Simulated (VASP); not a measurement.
# Mn (Fd-3m) in VASP: a series of runs

Mn is run at these levels: BLYP; tasks: single point, relaxation of cell and atoms.

All numbers are computed with VASP 6.6.1; they aren't measurements. Logs are shortened: lines on timing, memory, paths and dates and some standing lists are left out, and cuts for length are marked.

## 1. The cell of the first run

Symmetry: Fd-3m, No. 227, cubic system. Conventional cell: a = 5.016 Å, b = 5.016 Å, c = 5.016 Å, α = 90.00°, β = 90.00°, γ = 90.00°. Mn (site symmetry -43m) has 4 Mn at 2.17 Å within 2.9 Å.

## 2. Single point, BLYP

Input file INCAR:

```
SYSTEM = Mn
AGGAC    = 1.0          
AGGAX    = 1.0          
ALDAC    = 0.0          
ALDAX    = 1.0          
ALGO     = Normal         ! electronic algorithm
EDIFF    = 1E-7           ! SCF threshold, eV
ENCUT    = 520            ! plane-wave cutoff, eV
GGA      = B5             ! functional
ISIF     = 2              ! what is computed and relaxed
ISMEAR   = -1             ! smearing method
LASPH    = .TRUE.         ! aspherical terms in the spheres
LCHARG   = .FALSE.        ! write CHGCAR
LREAL    = .FALSE.        ! projectors in reciprocal space
LWAVE    = .FALSE.        ! write WAVECAR
NBANDS   = 20             ! bands
NELM     = 60             ! most SCF steps
PREC     = Accurate       ! precision mode
SIGMA    = 0.1            ! smearing width, eV
```

Input file KPOINTS:

```
k-points
0
G
  11 11 11
  0 0 0
```

Input file POSCAR:

```
Mn
1.0
    0.0000000000      2.5082440543      2.5082440543
    2.5082440543      0.0000000000      2.5082440543
    2.5082440543      2.5082440543      0.0000000000
Mn
2
Direct
    0.1250000000      0.1250000000      0.1250000000
    0.8750000000      0.8750000000      0.8750000000
```

Potentials or basis: VASP PAW PBE potentials, release 64 (Mn_pv).

The run is started by

```bash
$ cat potpaw_PBE.64/Mn_pv/POTCAR > POTCAR
$ mpirun -np 1 vasp_std > vasp.out
```

OUTCAR:

```text
SYSTEM = Mn
   EDIFF = 1E-7
   ENCUT = 520
   GGA = B5
   ISIF = 2
   ISMEAR = -1
   LASPH = .TRUE.
   LREAL = .FALSE.
   NELM = 60
   PREC = Accurate

 ion  position               nearest neighbor table
   1  0.125  0.125  0.125-   2 2.17   2 2.17   2 2.17   2 2.17
   2  0.875  0.875  0.875-   1 2.17   1 2.17   1 2.17   1 2.17

  LATTYP: Found a face centered cubic cell.
 ALAT       =     5.0164881086

  Lattice vectors:

 A1 = (   0.0000000000,   2.5082440543,   2.5082440543)
 A2 = (   2.5082440543,   0.0000000000,   2.5082440543)
 A3 = (   2.5082440543,   2.5082440543,   0.0000000000)

Analysis of symmetry for initial positions (statically):
=====================================================================
 Subroutine PRICEL returns:
 Original cell was already a primitive cell.

 Routine SETGRP: Setting up the symmetry group for a
 face centered cubic supercell.

 Subroutine GETGRP returns: Found 48 space group operations
 (whereof 12 operations were pure point group operations)
 out of a pool of 48 trial point group operations.

The static configuration has the point symmetry D_3d.
 The point group associated with its full space group is O_h .

Analysis of symmetry for dynamics (positions and initial velocities):
=====================================================================
 Subroutine PRICEL returns:
 Original cell was already a primitive cell.

 Routine SETGRP: Setting up the symmetry group for a
 face centered cubic supercell.

 Subroutine GETGRP returns: Found 48 space group operations
 (whereof 12 operations were pure point group operations)
 out of a pool of 48 trial point group operations.

The dynamic configuration has the point symmetry D_3d.
 The point group associated with its full space group is O_h .

 Subroutine INISYM returns: Found 48 space group operations
 (whereof 12 operations are pure point group operations),
 and found     1 'primitive' translations

----------------------------------------------------------------------------------------

                                     Primitive cell

  volume of cell :      31.5602

  direct lattice vectors                    reciprocal lattice vectors
     0.000000000  2.508244054  2.508244054    -0.199342643  0.199342643  0.199342643
     2.508244054  0.000000000  2.508244054     0.199342643 -0.199342643  0.199342643
     2.508244054  2.508244054  0.000000000     0.199342643  0.199342643 -0.199342643

  length of vectors
     3.547192759  3.547192759  3.547192759     0.345271586  0.345271586  0.345271586

  position of ions in fractional coordinates (direct lattice)
     0.125000000  0.125000000  0.125000000
[... 72 lines left out ...]
   ISPIN  =      1    spin polarized calculation?
   LNONCOLLINEAR =      F non collinear calculations
   LSORBIT =      F    spin-orbit coupling
   LASPH  =      T    aspherical Exc in radial PAW
   ENCUT  =  520.0 eV  38.22 Ry    6.18 a.u.   6.60  6.60  6.60*2*pi/ulx,y,z
   NELM   =     60;   NELMIN=  2; NELMDL= -5     # of ELM steps
   EDIFF  = 0.1E-06   stopping-criterion for ELM
   LREAL  =      F    real-space projection
   EDIFFG = 0.1E-05   stopping-criterion for IOM
   NSW    =      0    number of steps for IOM
   IBRION =     -1    ionic relax: 0-MD 1-quasi-New 2-CG
   NFREE  =      0    steps in history (QN), initial steepest desc. (CG)
   ISIF   =      2    stress and relaxation
   ISYM   =      2    0-nonsym 1-usesym 2-fastsym
   POTIM  = 0.5000    time-step for ionic-motion
   TEBEG  =    0.0;   TEEND  =   0.0 temperature during run
   PSTRESS=    0.0 pullay stress
   NELECT =      26.0000    total number of electrons
   NUPDOWN=      -1.0000    fix difference up-down
   EMIN   =  10.00;   EMAX   =-10.00  energy-range for DOS
   EFERMI =   0.00;   METHOD = LEGACY
   ISMEAR =    -1;   SIGMA  =   0.10  broadening in eV -4-tet -1-fermi 0-gaus
   EFERMI_NEDOS =   21; number of points for ismear=-14 and -15
   IALGO  =     38    algorithm
   IMIX   =      4    mixing-type and parameters
     AMIX     =   0.40;   BMIX     =  1.00
     AMIX_MAG =   1.60;   BMIX_MAG =  1.00
  volume/ion in A,a.u.               =      15.78       106.49
  Fermi-wavevector in a.u.,A,eV,Ry     =   1.534686  2.900136 32.045267  2.355261
  Thomas-Fermi vector in A             =   2.641579
   LORBIT       =      0    0 simple, 1 ext, 2 COOP (PROOUT), +10 PAW based schemes
   GGA     = B5    functional components
   LHFCALC =     F    Hartree Fock is set to
   AEXX    =    0.0000 exact exchange contribution
   IVDW    =     0    specifies the selected vdW correction
   LEPSILON=     F    determine dielectric tensor
   LRPA    =     F    only Hartree local field effects (RPA)
 non-spin polarized calculation
  energy-cutoff  :      520.00
  volume of cell :       31.56
 maximum number of plane-waves:       881
   NGX = 13   NGY = 13   NGZ = 13

 number of electron      26.0000006 magnetization

 Free energy of the ion-electron system (eV)
  ---------------------------------------------------
  ext. energy  EPLUGINS =         0.00000000
  ---------------------------------------------------
  free energy    TOTEN  =       -13.65876079 eV

  energy without entropy =      -13.58499357  energy(sigma->0) =      -13.62187718

 E-fermi :   6.1531     XC(G=0): -10.8713

 val. band max:        6.1373782929   @ k =   0.1818   0.0000   0.0000
 cond. band min:       6.1663050320   @ k =  -0.2727   0.2727   0.0000
 fundamental gap:      0.0289267391
 Fermi energy:         6.1530830303

 k-point     1 :       0.0000    0.0000    0.0000
  band No.  band energies     occupation
      1     -41.5579      2.00000
      2     -41.5579      2.00000
      3     -41.5579      2.00000
      4     -40.9080      2.00000
      5     -40.9080      2.00000
      6     -40.9080      2.00000
[... 541 lines left out ...]
     19      13.9851      0.00000
     20      18.5486      0.00000

 [... further k-points ...]
[... 5 lines left out ...]
  --------------------------------------------------------------------------------------
  -------------------------------------------------------------------------------------
  Total        0.1074032      0.1074032      0.1074032     -0.0000000      0.0000000     -0.0000000
  in kB        5.4524108      5.4524108      5.4524108     -0.0000000      0.0000000     -0.0000000
  external PRESSURE =       5.4524108 kB  Pullay stress =       0.0000000 kB

 VOLUME and BASIS-vectors are now :
 -----------------------------------------------------------------------------
  energy-cutoff  :      520.00
  volume of cell :       31.56
      direct lattice vectors                 reciprocal lattice vectors
     0.000000000  2.508244054  2.508244054    -0.199342643  0.199342643  0.199342643
     2.508244054  0.000000000  2.508244054     0.199342643 -0.199342643  0.199342643
     2.508244054  2.508244054  0.000000000     0.199342643  0.199342643 -0.199342643

 POSITION                                       TOTAL-FORCE (eV/Angst)
 -----------------------------------------------------------------------------------
      0.62706      0.62706      0.62706        -0.000000     -0.000000     -0.000000
      4.38943      4.38943      4.38943         0.000000      0.000000      0.000000
 -----------------------------------------------------------------------------------
    total drift:                                0.000000      0.000000     -0.000000

  FREE ENERGIE OF THE ION-ELECTRON SYSTEM (eV)
  ---------------------------------------------------
  free  energy   TOTEN  =       -13.6587607877 eV

  energy  without entropy=      -13.5849935725  energy(sigma->0) =      -13.62187718
```

OSZICAR:

```text
N       E                     dE             d eps       ncg     rms          rms(c)
DAV:   1     0.267303507209E+03    0.26730E+03   -0.16137E+04  2240   0.169E+03
DAV:   2    -0.472918445863E+01   -0.27203E+03   -0.26401E+03  2260   0.453E+02
DAV:   3    -0.148386681160E+02   -0.10109E+02   -0.10015E+02  2368   0.105E+02
DAV:   4    -0.149696896501E+02   -0.13102E+00   -0.13101E+00  2344   0.116E+01
DAV:   5    -0.149728855417E+02   -0.31959E-02   -0.31959E-02  2364   0.181E+00    0.115E+01
DAV:   6    -0.138218938492E+02    0.11510E+01   -0.95727E+00  2324   0.349E+01    0.293E+00
DAV:   7    -0.136685358518E+02    0.15336E+00   -0.81444E-01  2308   0.104E+01    0.157E+00
DAV:   8    -0.136586099830E+02    0.99259E-02   -0.26104E-02  2316   0.204E+00    0.173E-01
DAV:   9    -0.136587214167E+02   -0.11143E-03   -0.26034E-03  2340   0.570E-01    0.520E-02
DAV:  10    -0.136587567055E+02   -0.35289E-04   -0.10101E-04  2324   0.995E-02    0.116E-02
DAV:  11    -0.136587597651E+02   -0.30597E-05   -0.51045E-06  2328   0.236E-02    0.260E-03
DAV:  12    -0.136587608056E+02   -0.10405E-05   -0.49635E-07  2336   0.617E-03    0.227E-04
DAV:  13    -0.136587607877E+02    0.17982E-07   -0.74281E-09  1200   0.955E-04
   1 F= -.13658761E+02 E0= -.13621877E+02  d E =-.737672E-01
```

stdout:

```text
POSCAR found type information on POSCAR Mn
 POSCAR found :  1 types and       2 ions
 scaLAPACK will be used
 -----------------------------------------------------------------------------
|                                                                             |
|                                                                             |
|     You enforced a specific xc type in the INCAR file but a different       |
|     I HOPE YOU KNOW WHAT YOU ARE DOING!                                     |
|                                                                             |
 -----------------------------------------------------------------------------

 LDA part: xc-table for (Slater(with rela. corr.)+VWN5), standard interpolation
 POSCAR, INCAR and KPOINTS ok, starting setup
 FFT: planning ... GRIDC
 FFT: planning ... GRID_SOFT
 FFT: planning ... GRID
 WAVECAR not read
 entering main loop
```

It took 42 s on 1 thread of Intel Xeon Platinum 8488C (Sapphire Rapids), shared host; peak memory 0.16 GiB.

Results:

| Property | Result |
| --- | --- |
| Free energy | -13.6588 eV |
| Pressure | 0.5 GPa |
| Band gap on the k mesh | zero (band 13 reaches 6.51 eV, above the bottom of band 14 at 6.00 eV) |

Levels at points of the mesh, in eV from the Fermi level:
| k point | band 11 | band 12 | band 13 | band 14 | band 15 | band 16 |
| --- | --- | --- | --- | --- | --- | --- |
| (0.00, 0.00, 0.00) | -1.66 | -1.66 | 0.36 | 0.36 | 0.36 | 2.12 |

Caveat: the PAW data sets were made with another functional, which shifts forces and pressure a little; the run has no spin polarisation, though such a crystal can be magnetic.

## 3. Single point, BLYP (volume scaled by 0.88)

Input file INCAR:

```
SYSTEM = Mn
PREC = Accurate
ENCUT = 520
EDIFF = 1E-6
ISMEAR = -1
SIGMA = 0.1
LREAL = .FALSE.
LASPH = .TRUE.
NELM = 80
ALGO = Normal
ISIF = 2
LWAVE = .FALSE.
LCHARG = .FALSE.
GGA = B5
ALDAX = 1.0
AGGAX = 1.0
AGGAC = 1.0
ALDAC = 0.0
NBANDS = 20
```

Input file KPOINTS:

```
regular mesh
0
G
  12 12 12
  0 0 0
```

Input file POSCAR:

```
Mn
1.0
    0.0000000000      2.4036100736      2.4036100736
    2.4036100736      0.0000000000      2.4036100736
    2.4036100736      2.4036100736      0.0000000000
Mn
2
Direct
    0.1250000000      0.1250000000      0.1250000000
    0.8750000000      0.8750000000      0.8750000000
```

Potentials or basis: VASP PAW PBE potentials, release 64 (Mn_pv).

The run is started by

```bash
$ cat potpaw_PBE.64/Mn_pv/POTCAR > POTCAR
$ mpirun -np 1 vasp_std > vasp.out
```

Run time: 38 s. Hardware: 1 thread of Intel Xeon Platinum 8488C (Sapphire Rapids), shared host; peak memory 0.16 GiB.

It converged, with:

| Property | Result |
| --- | --- |
| Free energy | -13.4069 eV |
| Pressure | 23.1 GPa |
| Band gap on the k mesh | zero (band 13 reaches 7.96 eV, above the bottom of band 14 at 7.28 eV) |

Levels at points of the mesh, in eV from the Fermi level:
| k point | band 9 | band 10 | band 11 | band 12 | band 13 | band 14 | band 15 | band 16 | band 17 | band 18 |
| --- | --- | --- | --- | --- | --- | --- | --- | --- | --- | --- |
| (0.00, 0.00, 0.00) | -2.44 | -1.90 | -1.90 | -1.90 | 0.41 | 0.41 | 0.41 | 2.51 | 2.51 | 15.50 |
| (0.50, 0.00, 0.00) | -2.28 | -2.28 | -1.98 | -1.98 | -0.31 | 1.18 | 1.18 | 2.14 | 2.14 | 3.75 |
| (0.50, 0.50, 0.00) | -1.89 | -1.89 | -0.49 | -0.49 | 0.00 | 0.00 | 2.37 | 2.37 | 3.94 | 3.94 |

Caveat: the cell differs from its parent crystal (volume scaled by 0.88); the PAW data sets were made with another functional, which shifts forces and pressure a little; the run has no spin polarisation, though such a crystal can be magnetic. Spin polarisation is off, so any magnetic state and its effect on volume and gap are missing.

## 4. Single point, BLYP (volume scaled by 0.96)

Changes to INCAR since step 3:

```diff
@@ -3,3 +3,3 @@
 ENCUT = 520
-EDIFF = 1E-6
+EDIFF = 1E-7
 ISMEAR = -1
@@ -8,3 +8,3 @@
 LASPH = .TRUE.
-NELM = 80
+NELM = 60
 ALGO = Normal
```

Input file KPOINTS:

```
Automatic mesh
0
G
  12 12 12
  0 0 0
```

Input file POSCAR:

```
Mn
1.0
    0.0000000000      2.4743447089      2.4743447089
    2.4743447089      0.0000000000      2.4743447089
    2.4743447089      2.4743447089      0.0000000000
Mn
2
Direct
    0.1250000000      0.1250000000      0.1250000000
    0.8750000000      0.8750000000      0.8750000000
```

The run is started by

```bash
$ cat potpaw_PBE.64/Mn_pv/POTCAR > POTCAR
$ mpirun -np 1 vasp_std > vasp.out
```

It took 41 s on 1 thread of Intel Xeon Platinum 8488C (Sapphire Rapids), shared host; peak memory 0.17 GiB.

The run converged. Its results:

```
Free energy            : -13.6311 eV
Pressure               : 6.5 GPa
Band gap on the k mesh : zero (band 13 reaches 6.96 eV, above the bottom of band 14 at 6.30 eV)
```

Levels at points of the mesh, in eV from the Fermi level:
```
           k point  band 11  band 12  band 13  band 14  band 15  band 16
(0.00, 0.00, 0.00)    -1.73    -1.73     0.38     0.38     0.38     2.24
(0.50, 0.00, 0.00)    -1.78    -1.78    -0.35     1.05     1.05     1.92
(0.50, 0.50, 0.00)    -0.60    -0.60     0.04     0.04     2.13     2.13
```

Caveat: the cell differs from its parent crystal (volume scaled by 0.96); the PAW data sets were made with another functional, which shifts forces and pressure a little; the run has no spin polarisation, though such a crystal can be magnetic.

## 5. Single point, BLYP (volume scaled by 1.04)

Input file INCAR:

```
PREC = Accurate
ENCUT = 520
EDIFF = 1E-7
ISMEAR = -1
SIGMA = 0.1
LREAL = False
LASPH = True
NELM = 80
ALGO = Normal
ISIF = 2
LWAVE = False
LCHARG = False
GGA = B5
ALDAX = 1.0
AGGAX = 1.0
AGGAC = 1.0
ALDAC = 0.0
NBANDS = 20
```

Input file KPOINTS:

```
regular mesh
0
Gamma
  12 12 12
```

Input file POSCAR:

```
Mn
1.0
    0.0000000000      2.5412510507      2.5412510507
    2.5412510507      0.0000000000      2.5412510507
    2.5412510507      2.5412510507      0.0000000000
Mn
2
Direct
    0.1250000000      0.1250000000      0.1250000000
    0.8750000000      0.8750000000      0.8750000000
```

The run is started by

```bash
$ cat potpaw_PBE.64/Mn_pv/POTCAR > POTCAR
$ mpirun -np 1 vasp_std > vasp.out
```

It took 37 s on 1 thread of Intel Xeon Platinum 8488C (Sapphire Rapids), shared host; peak memory 0.17 GiB.

Results (log left out):

* Free energy: -13.6436 eV
* Pressure: -4.3 GPa
* Band gap on the k mesh: zero (band 13 reaches 6.11 eV, above the bottom of band 14 at 5.48 eV)

Levels at points of the mesh, in eV from the Fermi level:
```tsv
k point	band 10	band 11	band 12	band 13	band 14	band 15	band 16	band 17
(0.00, 0.00, 0.00)	-1.59	-1.59	-1.59	0.35	0.35	0.35	2.01	2.01
(0.50, 0.00, 0.00)	-1.77	-1.62	-1.62	-0.37	0.94	0.94	1.72	1.72
(0.50, 0.50, 0.00)	-1.54	-0.68	-0.68	0.06	0.06	1.92	1.92	3.29
```

Caveat: the cell differs from its parent crystal (volume scaled by 1.04); the PAW data sets were made with another functional, which shifts forces and pressure a little; the run has no spin polarisation, though such a crystal can be magnetic. Spin polarisation is off, so any magnetic state and its effect on volume and gap are missing.

## 6. Relaxation of cell and atoms, BLYP

This run uses another cell than the first one, of 15.86 Å³/atom, 1.005 times its volume.

Input file INCAR:

```
PREC = Accurate
ENCUT = 600
EDIFF = 1E-6
ISMEAR = -1
SIGMA = 0.1
LREAL = F
LASPH = T
NELM = 80
ALGO = Normal
ISIF = 3
LWAVE = F
LCHARG = F
GGA = B5
ALDAX = 1.0
AGGAX = 1.0
AGGAC = 1.0
ALDAC = 0.0
IBRION = 2
NSW = 80
EDIFFG = -0.01
```

Input file KPOINTS:

```
regular mesh
0
Gamma
  11 11 11
```

Input file POSCAR:

```
Mn
1.0
    0.0000000000      2.5125686141      2.5125686141
    2.5125686141      0.0000000000      2.5125686141
    2.5125686141      2.5125686141      0.0000000000
Mn
2
Direct
    0.1250000000      0.1250000000      0.1250000000
    0.8750000000      0.8750000000      0.8750000000
```

Potentials or basis: VASP PAW PBE potentials, release 64 (Mn_pv).

The run is started by

```bash
$ cat potpaw_PBE.64/Mn_pv/POTCAR > POTCAR
$ mpirun -np 1 vasp_std > vasp.out
```

It took 62 s on 1 thread of Intel Xeon Platinum 8488C (Sapphire Rapids), shared host; peak memory 0.17 GiB.

The run converged. Its results:

```
Free energy                            : -13.6604 eV
Relaxed volume                         : 15.83 Å³/atom
Relaxed cell                           : a = 3.551 Å, b = 3.551 Å, c = 3.551 Å, α = 60.00°, β = 60.00°, γ = 60.00°
Space group after relaxing (to 0.05 Å) : Fd-3m (No. 227)
Energy gained by relaxing              : 0.0 meV/atom
Ionic steps                            : 3
Pressure after relaxing                : 0.0 GPa
Band gap on the k mesh                 : zero (band 13 reaches 6.48 eV, above the bottom of band 14 at 5.96 eV)
```

Final structure:
```yaml
crystal:
  lattice:
    - [0.00000, 2.51106, 2.51106]
    - [2.51106, 0.00000, 2.51106]
    - [2.51106, 2.51106, 0.00000]
  atoms:
    - { symbol: Mn, position: [0.12500, 0.12500, 0.12500] }
    - { symbol: Mn, position: [0.87500, 0.87500, 0.87500] }
```

Levels at points of the mesh, in eV from the Fermi level:
| k point | band 10 | band 11 | band 12 | band 13 | band 14 | band 15 | band 16 | band 17 |
| --- | --- | --- | --- | --- | --- | --- | --- | --- |
| (0.00, 0.00, 0.00) | -1.66 | -1.66 | -1.66 | 0.36 | 0.36 | 0.36 | 2.11 | 2.11 |

Caveat: the PAW data sets were made with another functional, which shifts forces and pressure a little; the run has no spin polarisation, though such a crystal can be magnetic. Spin polarisation is off, so any magnetic state and its effect on volume and gap are missing.

## 7. Overview

| task | cell | k mesh | cutoff (eV) | gap on the mesh (eV) | pressure (GPa) |
| --- | --- | --- | --- | --- | --- |
| single point | a = 3.547 Å, angles 60.0°, 2 atoms | 11 × 11 × 11 | 520 | none | 0.5 |
| single point | a = 3.399 Å, angles 60.0°, 2 atoms | 12 × 12 × 12 | 520 | none | 23.1 |
| single point | a = 3.499 Å, angles 60.0°, 2 atoms | 12 × 12 × 12 | 520 | none | 6.5 |
| single point | a = 3.594 Å, angles 60.0°, 2 atoms | 12 × 12 × 12 | 520 | none | -4.3 |
| relaxation of cell and atoms | relaxed from a = 3.553 Å, angles 60.0°, 2 atoms | 11 × 11 × 11 | 600 | none | 0.0 |

Alike in all rows: level BLYP; potentials or basis VASP PAW PBE potentials, release 64 (Mn_pv); no spin polarisation; smearing fermi-dirac 0.1 eV.

Caveats: the PAW data sets were made with another functional, which shifts forces and pressure a little; the run has no spin polarisation, though such a crystal can be magnetic.

Total energies depend on the potentials used, so only differences within one code and one set of settings carry meaning.
